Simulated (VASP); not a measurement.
Write the native input for VASP 6.6.1 that does the following.

```yaml
Task: single point
Functional: PBEsol
Potentials_or_basis: VASP PAW PBE potentials, release 64 (Ge_d)
Cutoff: 520 eV
k_mesh: 8 × 8 × 4
Occupations: gaussian, width 0.1 eV
Spin: no spin polarisation
Dipole_correction: no
Further_INCAR_settings: ALGO = Normal; EDIFF = 1e-07; NBANDS = 21
```

The structure of Ge lies in POSCAR:

```
Ge
1.0
    1.4880529250     -2.5946896100      0.0000000000
    1.4880529250      2.5946896100      0.0000000000
    0.0000000000      0.0000000000      4.7275957900
Ge
2
Direct
    0.6665533700      0.3334466300      0.2500000000
    0.3334466300      0.6665533700      0.7500000000
```

The input as run:

INCAR

```
ALGO = Normal
EDIFF = 1E-7
ENCUT = 520
GGA = PS
ISIF = 2
ISMEAR = 0
LASPH = T
LCHARG = F
LREAL = F
LWAVE = F
NBANDS = 21
NELM = 100
PREC = Accurate
SIGMA = 0.1
```

KPOINTS

```
k-points
0
Gamma
  8 8 4
```

Potentials or basis: VASP PAW PBE potentials, release 64 (Ge_d).

Run with:

```bash
$ cat potpaw_PBE.64/Ge_d/POTCAR > POTCAR
$ mpirun -np 1 vasp_std > vasp.out
```

Results of the run:

```json
{"Pressure": "0.3 GPa", "Largest force": "0.006 eV/Å", "Band gap on the k mesh": "zero (band 14 reaches 13.73 eV, above the bottom of band 15 at 4.67 eV)"}
```

Caveat: the PAW data sets were made with another functional, which shifts forces and pressure a little.

It took 18 s on 1 thread of Intel(R) Xeon(R) Platinum 8488C (Sapphire Rapids), with other jobs on the host, peak memory 0.17 GiB.
